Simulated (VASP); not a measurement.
Input of a VASP 6.6.1 run:

Contents of INCAR:

```
PREC = Accurate ; ENCUT = 400
EDIFF = 1E-8 ; ISMEAR = 0
SIGMA = 0.05 ; LREAL = False
LASPH = True ; NELM = 120
ALGO = Normal ; ISIF = 2
LWAVE = False ; LCHARG = False
GGA = PS ; LEFG = True
NBANDS = 15 ; GGA_COMPAT = False
```

The input KPOINTS:

```
regular mesh
0
Gamma
  8 8 8
```

File POSCAR:

```
CsCl
1.0
    4.0683486820      0.0000000000      0.0000000000
    0.0000000000      4.0683486820      0.0000000000
    0.0000000000      0.0000000000      4.0683486820
Cs Cl
1 1
Direct
    0.0000000000      0.0000000000      0.0000000000
    0.5000000000      0.5000000000      0.5000000000
```

Potentials or basis: VASP PAW PBE potentials, release 64 (Cs_sv, Cl).

Command:

```sh
$ cat potpaw_PBE.64/Cs_sv/POTCAR potpaw_PBE.64/Cl/POTCAR > POTCAR
$ mpirun -np 1 vasp_std > vasp.out
```

(1) Predict the pressure.

(2) Estimate the band gap on the k mesh.

Answers

(1) 0.1 GPa.

(2) 5.21 eV.

Caveat: the PAW data sets were made with another functional, which shifts forces and pressure a little; spin-orbit coupling is left out, which moves the levels of the heavy elements.
